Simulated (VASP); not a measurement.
# NaBe2 (Cmcm) in VASP: single point with PBE

Aim: the single point of NaBe2 with PBE.

Everything below comes from runs of VASP 6.6.1. Logs are shortened: lines on timing, memory, paths and dates and some standing lists are left out, and cuts for length are marked.

### 1 The cell of the first run

It takes space group Cmcm (No. 63, orthorhombic). Conventional cell: a = 10.278 Å, b = 4.424 Å, c = 3.804 Å, α = 90.00°, β = 90.00°, γ = 90.00°. Na (site symmetry m2m) has 8 Be at 2.71 to 3.18 Å and 4 Na at 2.89 to 2.94 Å within 3.6 Å. Be (site symmetry m) has 6 Be at 2.20 to 2.22 Å and 1 Na at 2.71 Å within 2.9 Å.

### 2 Single point, PBE

The input, INCAR:

```
PREC = Accurate
ENCUT = 520
EDIFF = 1E-6
ISMEAR = 0
SIGMA = 0.1
LREAL = F
LASPH = T
NELM = 100
ALGO = Fast
ISIF = 2
LWAVE = F
LCHARG = F
GGA = PE
NBANDS = 20
```

The input, KPOINTS:

```
Automatic mesh
0
Gamma
  10 10 10
```

The input, POSCAR:

```
NaBe2
1.0
    5.1392424520     -2.2117529669      0.0000000000
    5.1392424520      2.2117529669      0.0000000000
    0.0000000000      0.0000000000      3.8035741850
Na Be
2 4
Direct
    0.7460078727      0.2539921273      0.7500000000
    0.2539921273      0.7460078727      0.2500000000
    0.8835655397      0.6338184534      0.7500000000
    0.1164344603      0.3661815466      0.2500000000
    0.6338184534      0.8835655397      0.2500000000
    0.3661815466      0.1164344603      0.7500000000
```

Potentials or basis: VASP PAW PBE potentials, release 64 (Na_pv, Be).

Run with:

```
> cat potpaw_PBE.64/Na_pv/POTCAR potpaw_PBE.64/Be/POTCAR > POTCAR
> mpirun -np 1 vasp_std > vasp.out
```

OUTCAR:

```text
PREC = Accurate
   ENCUT = 520
   EDIFF = 1E-6
   ISMEAR = 0
   LREAL = F
   LASPH = T
   NELM = 100
   ISIF = 2
   GGA = PE

 ion  position               nearest neighbor table
   1  0.746  0.254  0.750-
   2  0.254  0.746  0.250-
   3  0.884  0.634  0.750-   5 2.20   5 2.20   4 2.21   4 2.21   6 2.22   6 2.22
   4  0.116  0.366  0.250-   6 2.20   6 2.20   3 2.21   3 2.21   5 2.22   5 2.22
   5  0.634  0.884  0.250-   3 2.20   3 2.20   6 2.21   6 2.21   4 2.22   4 2.22
   6  0.366  0.116  0.750-   4 2.20   4 2.20   5 2.21   5 2.21   3 2.22   3 2.22

  LATTYP: Found a base centered orthorhombic cell.
 ALAT       =     4.4235059338
 B/A-ratio  =     2.3236059944
 C/A-ratio  =     0.8598551108

  Lattice vectors:

 A1 = (  -5.1392424520,  -2.2117529669,   0.0000000000)
 A2 = (   5.1392424520,  -2.2117529669,   0.0000000000)
 A3 = (   0.0000000000,   0.0000000000,   3.8035741850)

Analysis of symmetry for initial positions (statically):
=====================================================================
 Subroutine PRICEL returns:
 Original cell was already a primitive cell.

 Routine SETGRP: Setting up the symmetry group for a
 base centered orthorhombic supercell.

 Subroutine GETGRP returns: Found  8 space group operations
 (whereof  4 operations were pure point group operations)
 out of a pool of  8 trial point group operations.

The static configuration has the point symmetry C_2h.
 The point group associated with its full space group is D_2h.

Analysis of symmetry for dynamics (positions and initial velocities):
=====================================================================
 Subroutine PRICEL returns:
 Original cell was already a primitive cell.

 Routine SETGRP: Setting up the symmetry group for a
 base centered orthorhombic supercell.

 Subroutine GETGRP returns: Found  8 space group operations
 (whereof  4 operations were pure point group operations)
 out of a pool of  8 trial point group operations.

The dynamic configuration has the point symmetry C_2h.
 The point group associated with its full space group is D_2h.

 Subroutine INISYM returns: Found  8 space group operations
 (whereof  4 operations are pure point group operations),
 and found     1 'primitive' translations

----------------------------------------------------------------------------------------

                                     Primitive cell

  volume of cell :      86.4684

  direct lattice vectors                    reciprocal lattice vectors
     5.139242452 -2.211752967  0.000000000     0.097290604 -0.226065030  0.000000000
     5.139242452  2.211752967  0.000000000     0.097290604  0.226065030  0.000000000
     0.000000000  0.000000000  3.803574185     0.000000000  0.000000000  0.262910608

  length of vectors
     5.594967754  5.594967754  3.803574185     0.246111477  0.246111477  0.262910608

  position of ions in fractional coordinates (direct lattice)
     0.746007873  0.253992127  0.750000000
     0.253992127  0.746007873  0.250000000
     0.883565540  0.633818453  0.750000000
     0.116434460  0.366181547  0.250000000
     0.633818453  0.883565540  0.250000000
     0.366181547  0.116434460  0.750000000

  ion indices of the primitive-cell ions
   primitive index   ion index
                 1           1
                 2           2
                 3           3
                 4           4
                 5           5
                 6           6

----------------------------------------------------------------------------------------

 KPOINTS: Automatic mesh

Automatic generation of k-mesh.
 Grid dimensions read from file:
 generate k-points for:   10   10   10

 Generating k-lattice:

  Cartesian coordinates                     Fractional coordinates (reciprocal lattice)
     0.009729060 -0.022606503  0.000000000     0.100000000  0.000000000  0.000000000
     0.009729060  0.022606503  0.000000000     0.000000000  0.100000000  0.000000000
     0.000000000  0.000000000  0.026291061     0.000000000  0.000000000  0.100000000

  Length of vectors
     0.024611148  0.024611148  0.026291061

  Shift w.r.t. Gamma in fractional coordinates (k-lattice)
     0.000000000  0.000000000  0.000000000

 Subroutine IBZKPT returns following result:
 ===========================================

 Found    186 irreducible k-points:

 Following reciprocal coordinates:
            Coordinates               Weight
  0.000000  0.000000  0.000000      1.000000
  0.100000 -0.000000  0.000000      4.000000
  0.200000 -0.000000  0.000000      4.000000
  0.300000  0.000000  0.000000      4.000000
  0.400000 -0.000000  0.000000      4.000000
  0.500000  0.000000  0.000000      2.000000
[... 16 lines left out ...]
  0.300000  0.300000  0.000000      2.000000
  0.400000  0.300000  0.000000      4.000000
 [... further k-points ...]
   k-points           NKPTS =    186   k-points in BZ     NKDIM =    186   number of bands    NBANDS=     20
   number of dos      NEDOS =    301   number of ions     NIONS =      6
   total plane-waves  NPLWV =  49392
   dimension x,y,z NGX =    42 NGY =   42 NGZ =   28
   dimension x,y,z NGXF=    84 NGYF=   84 NGZF=   56
   ions per type =               2   4
   NGX,Y,Z   is equivalent  to a cutoff of  12.48, 12.48, 12.24 a.u.
   NGXF,Y,Z  is equivalent  to a cutoff of  24.96, 24.96, 24.48 a.u.
 SYSTEM =  unknown system
   PREC   = accura    normal or accurate (medium, high low for compatibility)
   ISTART =      0    job   : 0-new  1-cont  2-samecut
   ICHARG =      2    charge: 1-file 2-atom 10-const
   ISPIN  =      1    spin polarized calculation?
   LNONCOLLINEAR =      F non collinear calculations
   LSORBIT =      F    spin-orbit coupling
   LASPH  =      T    aspherical Exc in radial PAW
   ENCUT  =  520.0 eV  38.22 Ry    6.18 a.u.  10.40 10.40  7.07*2*pi/ulx,y,z
   NELM   =    100;   NELMIN=  2; NELMDL= -5     # of ELM steps
   EDIFF  = 0.1E-05   stopping-criterion for ELM
   LREAL  =      F    real-space projection
   EDIFFG = 0.1E-04   stopping-criterion for IOM
   NSW    =      0    number of steps for IOM
   IBRION =     -1    ionic relax: 0-MD 1-quasi-New 2-CG
   NFREE  =      0    steps in history (QN), initial steepest desc. (CG)
   ISIF   =      2    stress and relaxation
   ISYM   =      2    0-nonsym 1-usesym 2-fastsym
   POTIM  = 0.5000    time-step for ionic-motion
   TEBEG  =    0.0;   TEEND  =   0.0 temperature during run
   PSTRESS=    0.0 pullay stress
   NELECT =      22.0000    total number of electrons
   NUPDOWN=      -1.0000    fix difference up-down
   EMIN   =  10.00;   EMAX   =-10.00  energy-range for DOS
   EFERMI =   0.00;   METHOD = LEGACY
   ISMEAR =     0;   SIGMA  =   0.10  broadening in eV -4-tet -1-fermi 0-gaus
   EFERMI_NEDOS =   21; number of points for ismear=-14 and -15
   IALGO  =     68    algorithm
   IMIX   =      4    mixing-type and parameters
     AMIX     =   0.40;   BMIX     =  1.00
     AMIX_MAG =   1.60;   BMIX_MAG =  1.00
  volume/ion in A,a.u.               =      14.41        97.25
  Fermi-wavevector in a.u.,A,eV,Ry     =   1.037361  1.960328 14.641468  1.076118
  Thomas-Fermi vector in A             =   2.171795
   LORBIT       =      0    0 simple, 1 ext, 2 COOP (PROOUT), +10 PAW based schemes
   GGA     = PE    functional components
   LHFCALC =     F    Hartree Fock is set to
   AEXX    =    0.0000 exact exchange contribution
   IVDW    =     0    specifies the selected vdW correction
   LEPSILON=     F    determine dielectric tensor
   LRPA    =     F    only Hartree local field effects (RPA)
 non-spin polarized calculation
 RMM-DIIS sequential band-by-band and
 Gauss-broadening in eV      SIGMA  =   0.10
  energy-cutoff  :      520.00
  volume of cell :       86.47
 maximum number of plane-waves:      2354
 NGX is ok and might be reduce to    42
   NGX = 21   NGY = 21   NGZ = 15

 number of electron      21.9999999 magnetization

 Free energy of the ion-electron system (eV)
  ---------------------------------------------------
  ext. energy  EPLUGINS =         0.00000000
  ---------------------------------------------------
  free energy    TOTEN  =       -16.01420932 eV

  energy without entropy =      -16.00683046  energy(sigma->0) =      -16.01051989

 E-fermi :   2.8826     XC(G=0):  -8.7567

 val. band max:        2.8692752482   @ k =   0.5000   0.1000   0.5000
 cond. band min:       2.8839027917   @ k =   0.5000   0.0000   0.1000
 fundamental gap:      0.0146275435
 Fermi energy:         2.8826211625

 k-point     1 :       0.0000    0.0000    0.0000
  band No.  band energies     occupation
      1     -21.9438      2.00000
      2     -21.8824      2.00000
      3     -21.7482      2.00000
      4     -21.7460      2.00000
      5     -21.7447      2.00000
      6     -21.6951      2.00000
[... 12 lines left out ...]
     19      11.7090      0.00000
     20      11.9193      0.00000

 k-point     2 :       0.1000   -0.0000    0.0000
  band No.  band energies     occupation
      1     -21.9394      2.00000
      2     -21.8791      2.00000
      3     -21.7515      2.00000
      4     -21.7512      2.00000
      5     -21.7435      2.00000
      6     -21.6963      2.00000
[... 12 lines left out ...]
     19      11.4924      0.00000
     20      11.7622      0.00000

 k-point     3 :       0.2000   -0.0000    0.0000
  band No.  band energies     occupation
      1     -21.9265      2.00000
      2     -21.8698      2.00000
      3     -21.7663      2.00000
      4     -21.7610      2.00000
      5     -21.7399      2.00000
      6     -21.6997      2.00000
[... 12 lines left out ...]
     19      11.0279      0.00000
     20      11.3279      0.00000

 k-point     4 :       0.3000    0.0000    0.0000
  band No.  band energies     occupation
      1     -21.9060      2.00000
      2     -21.8552      2.00000
      3     -21.7894      2.00000
      4     -21.7756      2.00000
      5     -21.7344      2.00000
      6     -21.7051      2.00000
[... 429 lines left out ...]
 k-point    23 :       0.3000    0.3000    0.0000
  band No.  band energies     occupation
      1     -21.9439      2.00000
      2     -21.8823      2.00000
      3     -21.7482      2.00000
      4     -21.7460      2.00000
      5     -21.7452      2.00000
      6     -21.6949      2.00000
[... 12 lines left out ...]
     19       9.8411      0.00000
     20      10.0102      0.00000

 k-point    24 :       0.4000    0.3000    0.0000
  band No.  band energies     occupation
      1     -21.9395      2.00000
      2     -21.8791      2.00000
      3     -21.7515      2.00000
      4     -21.7512      2.00000
      5     -21.7441      2.00000
      6     -21.6960      2.00000
[... 12 lines left out ...]
     19      10.2529      0.00000
     20      10.6275      0.00000

 [... further k-points ...]

------------------------ aborting loop because EDIFF is reached ----------------------------------------

  FORCE on cell =-STRESS in cart. coord.  units (eV):
  Direction    XX          YY          ZZ          XY          YZ          ZX
  --------------------------------------------------------------------------------------
  -------------------------------------------------------------------------------------
  Total        0.0262877      0.0591076      0.0557809      0.0000000      0.0000000      0.0000000
  in kB        0.4870853      1.0952065      1.0335668      0.0000000      0.0000000      0.0000000
  external PRESSURE =       0.8719529 kB  Pullay stress =       0.0000000 kB

 VOLUME and BASIS-vectors are now :
 -----------------------------------------------------------------------------
  energy-cutoff  :      520.00
  volume of cell :       86.47
      direct lattice vectors                 reciprocal lattice vectors
     5.139242452 -2.211752967  0.000000000     0.097290604 -0.226065030  0.000000000
     5.139242452  2.211752967  0.000000000     0.097290604  0.226065030  0.000000000
     0.000000000  0.000000000  3.803574185     0.000000000  0.000000000  0.262910608

 POSITION                                       TOTAL-FORCE (eV/Angst)
 -----------------------------------------------------------------------------------
      5.13924     -1.08822      2.85268         0.000000     -0.001460     -0.000000
      5.13924      1.08822      0.95089         0.000000      0.001460      0.000000
      7.79820     -0.55238      2.85268         0.000987     -0.000452     -0.000000
      2.48028      0.55238      0.95089        -0.000987      0.000452      0.000000
      7.79820      0.55238      0.95089         0.000987      0.000452      0.000000
      2.48028     -0.55238      2.85268        -0.000987     -0.000452     -0.000000
 -----------------------------------------------------------------------------------
    total drift:                                0.000000     -0.000000      0.000000

  FREE ENERGIE OF THE ION-ELECTRON SYSTEM (eV)
  ---------------------------------------------------
  free  energy   TOTEN  =       -16.0142093176 eV

  energy  without entropy=      -16.0068304618  energy(sigma->0) =      -16.01051989
```

Wall time 3.7 min (1 thread of AMD EPYC 9R45 (Zen 5), shared host); peak memory 0.36 GiB.

Results:

* Free energy: -16.0142 eV
* Pressure: 0.1 GPa
* Band gap on the k mesh: zero (band 11 reaches 3.94 eV, above the bottom of band 12 at 1.47 eV)

Levels at points of the mesh, in eV from the Fermi level:
| k point | band 8 | band 9 | band 10 | band 11 | band 12 | band 13 | band 14 | band 15 |
| --- | --- | --- | --- | --- | --- | --- | --- | --- |
| (0.00, 0.00, 0.00) | -2.33 | -1.55 | -1.51 | -1.27 | 0.12 | 2.96 | 3.08 | 3.79 |
| (0.50, 0.00, 0.00) | -5.71 | -1.64 | -1.49 | 0.59 | 0.60 | 3.01 | 3.20 | 3.67 |
| (0.50, 0.50, 0.00) | -4.17 | -1.69 | -1.67 | -1.24 | 4.07 | 4.08 | 4.32 | 4.37 |
| (0.00, 0.00, 0.50) | -5.36 | -1.28 | -1.28 | 0.11 | 0.11 | 2.21 | 2.21 | 3.86 |
| (0.50, 0.00, 0.50) | -3.87 | -3.83 | -3.83 | 0.60 | 0.60 | 1.14 | 1.14 | 5.61 |
| (0.50, 0.50, 0.50) | -5.08 | -1.62 | -1.62 | -1.30 | -1.30 | 3.35 | 3.35 | 5.86 |
